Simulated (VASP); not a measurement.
BN (e600): single point with PBEsol

BN (e600):

```xyz
4
Lattice="2.5424 0.0000 0.0000 -1.2712 2.2018 0.0000 0.0000 0.0000 4.1606" Properties=species:S:1:pos:R:3 pbc="T T T"
B     0.0000    1.4679   -0.0014
B     1.2712    0.7339    2.0789
N     0.0000    1.4679    1.5575
N     1.2712    0.7339    3.6378
```

This cell differs from its parent crystal: strained cell.

```
Program                : VASP 6.6.1
Task                   : single point
Functional             : PBEsol
Potentials or basis    : VASP PAW PBE potentials, release 64 (B, N)
Cutoff                 : 520 eV
k mesh                 : 9 × 9 × 6
Occupations            : gaussian, width 0.02 eV
Spin                   : no spin polarisation
Dipole correction      : no
Further INCAR settings : ALGO = Normal; EDIFF = 1e-06; NBANDS = 16
```

* Pressure: 4.3 GPa
* Band gap on the k mesh: 4.98 eV, indirect (least direct gap 8.20 eV)

Stress tensor (GPa, compression positive):
```
 0.71  0.00  0.00
 0.00  0.71  0.00
 0.00  0.00 11.58
```

Levels at points of the mesh, in eV from the valence-band top:
```csv
k point,band 6,band 7,band 8,band 9,band 10,band 11
"(0.00, 0.00, 0.00)",-0.24,0.00,0.00,8.27,8.27,8.97
"(0.00, 0.00, 0.50)",-1.25,-1.25,-1.25,9.42,9.42,9.88
```

Run time: 8.9 s on 1 thread of Intel(R) Xeon(R) Platinum 8375C CPU @ 2.90GHz (Ice Lake), with other jobs on the host, peak memory 0.13 GiB.

Caveat: the cell differs from its parent crystal (strained cell); the PAW data sets were made with another functional, which shifts forces and pressure a little. A k mesh can miss the band edges.
